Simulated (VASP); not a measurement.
CsPbBr3, 5 atoms in the cell. It takes space group Pm-3m (No. 221, cubic). Conventional cell: a = 5.943 Å, b = 5.943 Å, c = 5.943 Å, α = 90.00°, β = 90.00°, γ = 90.00°. Within 5.5 Å of Cs (site symmetry m-3m) lie 12 Br at 4.20 Å and 8 Pb at 5.15 Å. Pb (site symmetry m-3m) has 6 Br at 2.97 Å within 3.9 Å. Br (site symmetry 4/mmm) has 2 Pb at 2.97 Å within 3.9 Å. 

| Property | Result |
| --- | --- |
| Program | VASP 6.6.1 |
| Task | single point |
| Functional | r2SCAN |
| Potentials or basis | VASP PAW PBE potentials, release 64 (Cs_sv, Pb_d, Br) |
| Cutoff | 520 eV |
| k mesh | 4 × 4 × 4 |
| Occupations | fermi-dirac, width 0.02 eV |
| Spin | no spin polarisation |
| Dipole correction | no |
| Further INCAR settings | ALGO = Normal; EDIFF = 1e-07; NBANDS = 30 |

Potentials or basis: VASP PAW PBE potentials, release 64 (Cs_sv, Pb_d, Br).

Command:

```console
$ cat potpaw_PBE.64/Cs_sv/POTCAR potpaw_PBE.64/Pb_d/POTCAR potpaw_PBE.64/Br/POTCAR > POTCAR
$ cp INCAR.step1 INCAR
$ mpirun -np 1 vasp_std > vasp.out
$ cp INCAR.step2 INCAR
$ mpirun -np 1 vasp_std > vasp.out
```

Hardware: 1 thread of AMD EPYC 9R45 96-Core Processor (Zen 5), on a shared host.

Q: How long does it take, and how much memory?

A: Run time: 3.7 min on 1 thread of AMD EPYC 9R45 96-Core Processor (Zen 5), with other jobs on the host, peak memory 0.37 GiB. Counts: k points 10.
